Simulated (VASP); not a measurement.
# Cd (P6_3/mmc) in VASP: single point with PBEsol

Aim: the single point of Cd with PBEsol.

Program: VASP 6.6.1. These are calculated values, not measurements. Logs are shortened: lines on timing, memory, paths and dates and some standing lists are left out, and cuts for length are marked.

### Step 1. The cell of the first run

It takes space group P6_3/mmc (No. 194, hexagonal). Conventional cell: a = 2.830 Å, b = 2.830 Å, c = 5.477 Å, α = 90.00°, β = 90.00°, γ = 120.00°. Cd (site symmetry -6m2) has 12 Cd at 2.83 to 3.19 Å within 3.7 Å.

### Step 2. Single point, PBEsol (strain -0.050 along x and y, -0.025 along z)

The input, INCAR:

```
PREC = Accurate ; ENCUT = 630
EDIFF = 1E-6 ; ISMEAR = 0
SIGMA = 0.15 ; LREAL = False
LASPH = True ; NELM = 120
ALGO = Normal ; ISIF = 2
LWAVE = False ; LCHARG = True
GGA = PS ; LELF = True
LVHAR = True ; NBANDS = 27
GGA_COMPAT = False
```

The input, KPOINTS:

```
regular mesh
0
Gamma
  18 18 8
```

The input, POSCAR:

```
Cd
1.0
    2.8299288827      0.0000000000      0.0000000000
   -1.4149644413      2.4507903033      0.0000000000
    0.0000000000      0.0000000000      5.4772087500
Cd
2
Direct
    0.3333333333      0.6666666667      0.2500000000
    0.6666666667      0.3333333333      0.7500000000
```

Potentials or basis: VASP PAW PBE potentials, release 64 (Cd_sv_GW).

On the command line:

```console
cat potpaw_PBE.64/Cd_sv_GW/POTCAR > POTCAR
mpirun -np 1 vasp_std > vasp.out
```

OUTCAR:

```text
PREC = Accurate
   ENCUT = 630
   EDIFF = 1E-6
   ISMEAR = 0
   LREAL = False
   LASPH = True
   NELM = 120
   ISIF = 2
   GGA = PS

 ion  position               nearest neighbor table
   1  0.333  0.667  0.250-
   2  0.667  0.333  0.750-

  LATTYP: Found a hexagonal cell.
 ALAT       =     2.8299288827
 C/A-ratio  =     1.9354580899

  Lattice vectors:

 A1 = (   2.8299288827,   0.0000000000,   0.0000000000)
 A2 = (  -1.4149644413,   2.4507903033,   0.0000000000)
 A3 = (   0.0000000000,   0.0000000000,   5.4772087500)

Analysis of symmetry for initial positions (statically):
=====================================================================
 Subroutine PRICEL returns:
 Original cell was already a primitive cell.

 Routine SETGRP: Setting up the symmetry group for a
 hexagonal supercell.

 Subroutine GETGRP returns: Found 24 space group operations
 (whereof 12 operations were pure point group operations)
 out of a pool of 24 trial point group operations.

The static configuration has the point symmetry D_3d.
 The point group associated with its full space group is D_6h.

Analysis of symmetry for dynamics (positions and initial velocities):
=====================================================================
 Subroutine PRICEL returns:
 Original cell was already a primitive cell.

 Routine SETGRP: Setting up the symmetry group for a
 hexagonal supercell.

 Subroutine GETGRP returns: Found 24 space group operations
 (whereof 12 operations were pure point group operations)
 out of a pool of 24 trial point group operations.

The dynamic configuration has the point symmetry D_3d.
 The point group associated with its full space group is D_6h.

 Subroutine INISYM returns: Found 24 space group operations
 (whereof 12 operations are pure point group operations),
 and found     1 'primitive' translations

----------------------------------------------------------------------------------------

                                     Primitive cell

  volume of cell :      37.9875

  direct lattice vectors                    reciprocal lattice vectors
     2.829928883  0.000000000  0.000000000     0.353365770  0.204015823  0.000000000
    -1.414964441  2.450790303  0.000000000     0.000000000  0.408031645  0.000000000
     0.000000000  0.000000000  5.477208750     0.000000000  0.000000000  0.182574747

  length of vectors
     2.829928883  2.829928883  5.477208750     0.408031645  0.408031645  0.182574747

  position of ions in fractional coordinates (direct lattice)
     0.333333333  0.666666667  0.250000000
     0.666666667  0.333333333  0.750000000

  ion indices of the primitive-cell ions
   primitive index   ion index
                 1           1
                 2           2

----------------------------------------------------------------------------------------

 KPOINTS: regular mesh

Automatic generation of k-mesh.
 Grid dimensions read from file:
 generate k-points for:   18   18    8

 Generating k-lattice:

  Cartesian coordinates                     Fractional coordinates (reciprocal lattice)
     0.019631432  0.011334212  0.000000000     0.055555556  0.000000000  0.000000000
     0.000000000  0.022668425  0.000000000     0.000000000  0.055555556  0.000000000
     0.000000000  0.000000000  0.022821843     0.000000000  0.000000000  0.125000000

  Length of vectors
     0.022668425  0.022668425  0.022821843

  Shift w.r.t. Gamma in fractional coordinates (k-lattice)
     0.000000000  0.000000000  0.000000000

 Subroutine IBZKPT returns following result:
 ===========================================

 Found    185 irreducible k-points:

 Following reciprocal coordinates:
            Coordinates               Weight
  0.000000  0.000000  0.000000      1.000000
  0.055556 -0.000000  0.000000      6.000000
  0.111111 -0.000000  0.000000      6.000000
  0.166667  0.000000  0.000000      6.000000
  0.222222 -0.000000  0.000000      6.000000
  0.277778 -0.000000  0.000000      6.000000
[... 16 lines left out ...]
  0.333333  0.111111  0.000000     12.000000
  0.388889  0.111111  0.000000     12.000000
 [... further k-points ...]
   k-points           NKPTS =    185   k-points in BZ     NKDIM =    185   number of bands    NBANDS=     27
   number of dos      NEDOS =    301   number of ions     NIONS =      2
   total plane-waves  NPLWV =  27648
   dimension x,y,z NGX =    24 NGY =   24 NGZ =   48
   dimension x,y,z NGXF=    48 NGYF=   48 NGZF=   96
   ions per type =               2
   NGX,Y,Z   is equivalent  to a cutoff of  14.10, 14.10, 14.57 a.u.
   NGXF,Y,Z  is equivalent  to a cutoff of  28.20, 28.20, 29.14 a.u.
 SYSTEM =  unknown system
   PREC   = accura    normal or accurate (medium, high low for compatibility)
   ISTART =      0    job   : 0-new  1-cont  2-samecut
   ICHARG =      2    charge: 1-file 2-atom 10-const
   ISPIN  =      1    spin polarized calculation?
   LNONCOLLINEAR =      F non collinear calculations
   LSORBIT =      F    spin-orbit coupling
   LASPH  =      T    aspherical Exc in radial PAW
   ENCUT  =  630.0 eV  46.30 Ry    6.80 a.u.   5.79  5.79 11.21*2*pi/ulx,y,z
   NELM   =    120;   NELMIN=  2; NELMDL= -5     # of ELM steps
   EDIFF  = 0.1E-05   stopping-criterion for ELM
   LREAL  =      F    real-space projection
   EDIFFG = 0.1E-04   stopping-criterion for IOM
   NSW    =      0    number of steps for IOM
   IBRION =     -1    ionic relax: 0-MD 1-quasi-New 2-CG
   NFREE  =      0    steps in history (QN), initial steepest desc. (CG)
   ISIF   =      2    stress and relaxation
   ISYM   =      2    0-nonsym 1-usesym 2-fastsym
   POTIM  = 0.5000    time-step for ionic-motion
   TEBEG  =    0.0;   TEEND  =   0.0 temperature during run
   PSTRESS=    0.0 pullay stress
   NELECT =      40.0000    total number of electrons
   NUPDOWN=      -1.0000    fix difference up-down
   EMIN   =  10.00;   EMAX   =-10.00  energy-range for DOS
   EFERMI =   0.00;   METHOD = LEGACY
   ISMEAR =     0;   SIGMA  =   0.15  broadening in eV -4-tet -1-fermi 0-gaus
   EFERMI_NEDOS =   21; number of points for ismear=-14 and -15
   IALGO  =     38    algorithm
   IMIX   =      4    mixing-type and parameters
     AMIX     =   0.40;   BMIX     =  1.00
     AMIX_MAG =   1.60;   BMIX_MAG =  1.00
  volume/ion in A,a.u.               =      18.99       128.18
  Fermi-wavevector in a.u.,A,eV,Ry     =   1.665512  3.147362 37.741625  2.773931
  Thomas-Fermi vector in A             =   2.751869
   LORBIT       =      0    0 simple, 1 ext, 2 COOP (PROOUT), +10 PAW based schemes
   GGA     = PS    functional components
   LHFCALC =     F    Hartree Fock is set to
   AEXX    =    0.0000 exact exchange contribution
   IVDW    =     0    specifies the selected vdW correction
   LEPSILON=     F    determine dielectric tensor
   LRPA    =     F    only Hartree local field effects (RPA)
 non-spin polarized calculation
 Gauss-broadening in eV      SIGMA  =   0.15
  energy-cutoff  :      630.00
  volume of cell :       37.99
 maximum number of plane-waves:      1402
 NGX is ok and might be reduce to    24
   NGX = 11   NGY = 11   NGZ = 23

 number of electron      39.9999998 magnetization

 Free energy of the ion-electron system (eV)
  ---------------------------------------------------
  ext. energy  EPLUGINS =         0.00000000
  ---------------------------------------------------
  free energy    TOTEN  =        -2.40653820 eV

  energy without entropy =       -2.40317846  energy(sigma->0) =       -2.40485833

 E-fermi :   7.8419     XC(G=0): -12.2140

 val. band max:        7.7940586485   @ k =   0.3333   0.1111   0.0000
 cond. band min:       7.8838223860   @ k =   0.0556   0.0556   0.2500
 fundamental gap:      0.0897637376
 Fermi energy:         7.8419047054

 k-point     1 :       0.0000    0.0000    0.0000
  band No.  band energies     occupation
      1     -95.4542      2.00000
      2     -95.4523      2.00000
      3     -56.5327      2.00000
      4     -56.5015      2.00000
      5     -56.4756      2.00000
      6     -56.4756      2.00000
[... 19 lines left out ...]
     26      24.2989      0.00000
     27      24.2991      0.00000

 k-point     2 :       0.0556   -0.0000    0.0000
  band No.  band energies     occupation
      1     -95.4539      2.00000
      2     -95.4520      2.00000
      3     -56.5322      2.00000
      4     -56.5014      2.00000
      5     -56.4787      2.00000
      6     -56.4765      2.00000
[... 19 lines left out ...]
     26      23.5242      0.00000
     27      24.0921      0.00000

 k-point     3 :       0.1111   -0.0000    0.0000
  band No.  band energies     occupation
      1     -95.4531      2.00000
      2     -95.4512      2.00000
      3     -56.5307      2.00000
      4     -56.5010      2.00000
      5     -56.4875      2.00000
      6     -56.4845      2.00000
[... 19 lines left out ...]
     26      23.2838      0.00000
     27      24.2920      0.00000

 k-point     4 :       0.1667    0.0000    0.0000
  band No.  band energies     occupation
      1     -95.4518      2.00000
      2     -95.4501      2.00000
      3     -56.5282      2.00000
      4     -56.5008      2.00000
      5     -56.5006      2.00000
      6     -56.4978      2.00000
[... 19 lines left out ...]
     26      22.4297      0.00000
     27      22.9376      0.00000
[... 516 lines left out ...]
      4     -56.5480      2.00000
      5     -56.5167      2.00000
      6     -56.5013      2.00000
[... 19 lines left out ...]
     26      20.6162      0.00000
     27      20.7206      0.00000

 k-point    23 :       0.3333    0.1111    0.0000
  band No.  band energies     occupation
      1     -95.4452      2.00000
      2     -95.4444      2.00000
      3     -56.5621      2.00000
      4     -56.5593      2.00000
      5     -56.5135      2.00000
      6     -56.5057      2.00000
[... 19 lines left out ...]
     26      20.1713      0.00000
     27      20.2420      0.00000

 k-point    24 :       0.3889    0.1111    0.0000
  band No.  band energies     occupation
      1     -95.4444      2.00000
      2     -95.4437      2.00000
      3     -56.5697      2.00000
      4     -56.5666      2.00000
      5     -56.5111      2.00000
      6     -56.5086      2.00000
[... 19 lines left out ...]
     26      19.8127      0.00000
     27      20.0153      0.00000

 [... further k-points ...]

------------------------ aborting loop because EDIFF is reached ----------------------------------------

  FORCE on cell =-STRESS in cart. coord.  units (eV):
  Direction    XX          YY          ZZ          XY          YZ          ZX
  --------------------------------------------------------------------------------------
  -------------------------------------------------------------------------------------
  Total        2.5719240      2.5719240      1.2086085      0.0000000     -0.0000000      0.0000000
  in kB      108.4745238    108.4745238     50.9747680      0.0000000     -0.0000000      0.0000000
  external PRESSURE =      89.3079385 kB  Pullay stress =       0.0000000 kB

 VOLUME and BASIS-vectors are now :
 -----------------------------------------------------------------------------
  energy-cutoff  :      630.00
  volume of cell :       37.99
      direct lattice vectors                 reciprocal lattice vectors
     2.829928883  0.000000000  0.000000000     0.353365770  0.204015823  0.000000000
    -1.414964441  2.450790303  0.000000000     0.000000000  0.408031645  0.000000000
     0.000000000  0.000000000  5.477208750     0.000000000  0.000000000  0.182574747

 POSITION                                       TOTAL-FORCE (eV/Angst)
 -----------------------------------------------------------------------------------
     -0.00000      1.63386      1.36930         0.000000     -0.000000     -0.000000
      1.41496      0.81693      4.10791        -0.000000      0.000000      0.000000
 -----------------------------------------------------------------------------------
    total drift:                               -0.000000      0.000000      0.000000

  FREE ENERGIE OF THE ION-ELECTRON SYSTEM (eV)
  ---------------------------------------------------
  free  energy   TOTEN  =        -2.4065382010 eV

  energy  without entropy=       -2.4031784551  energy(sigma->0) =       -2.40485833
```

Run time: 2.3 min. Hardware: 1 thread of AMD EPYC 9R45 (Zen 5), shared host; peak memory 0.33 GiB.

Results:

| Quantity | Value |
| --- | --- |
| Free energy | -2.4065 eV |
| Pressure | 8.9 GPa |
| Band gap on the k mesh | zero (bands 20 and 21 overlap by 5.00 eV) |

Stress tensor (GPa, compression positive):
```
10.85  0.00  0.00
 0.00 10.85  0.00
 0.00  0.00  5.10
```

Caveat: the cell differs from its parent crystal (strain -0.050 along x and y, -0.025 along z); the stress differs along the axes, from 5 to 11 GPa; the PAW data sets were made with another functional, which shifts forces and pressure a little.

The gap in the log of VASP goes by the Fermi energy; the results here count the filled bands.